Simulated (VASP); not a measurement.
## Hf: single point with PBEsol+D4

Crystal: Hf.

```
Hf
1.0
     3.15064    0.00000    0.00000
    -1.57532    2.72853    0.00000
     0.00000    0.00000    4.97886
Hf
2
Direct
  0.66667 0.33333 0.75000
  0.33333 0.66667 0.25000
```

- Program: VASP 6.6.1
- Task: single point
- Functional: PBEsol
- Dispersion: D4
- Potentials or basis: VASP PAW PBE potentials, release 64 (Hf_pv)
- Cutoff: 520 eV
- k mesh: 10 × 10 × 5
- Occupations: fermi-dirac, width 0.05 eV
- Spin: no spin polarisation

| Item | Value |
| --- | --- |
| Pressure | -0.4 GPa |
| Band gap on the k mesh | zero (band 10 reaches 6.24 eV, above the bottom of band 11 at 4.72 eV) |
| Dispersion energy per atom | -0.128 eV |

Stress tensor (GPa, compression positive):
```
-0.35  0.00  0.00
 0.00 -0.35  0.00
 0.00  0.00 -0.45
```

Levels at points of the mesh, in eV from the Fermi level:
| k point | band 7 | band 8 | band 9 | band 10 | band 11 | band 12 | band 13 | band 14 |
| --- | --- | --- | --- | --- | --- | --- | --- | --- |
| (0.00, 0.00, 0.00) | -7.51 | -3.83 | 0.87 | 1.20 | 1.20 | 1.51 | 2.07 | 2.07 |
| (0.50, 0.00, 0.00) | -3.41 | -2.89 | -2.34 | -0.69 | 0.78 | 0.96 | 1.79 | 6.20 |

It took 8.6 s on 1 thread of Intel(R) Xeon(R) 6975P-C (Granite Rapids) (shared host), peak memory 0.17 GiB.

Caveat: the PAW data sets were made with another functional, which shifts forces and pressure a little; spin-orbit coupling is left out, which moves the levels of the heavy elements; pairwise dispersion overbinds metals, which lowers pressure and volume.
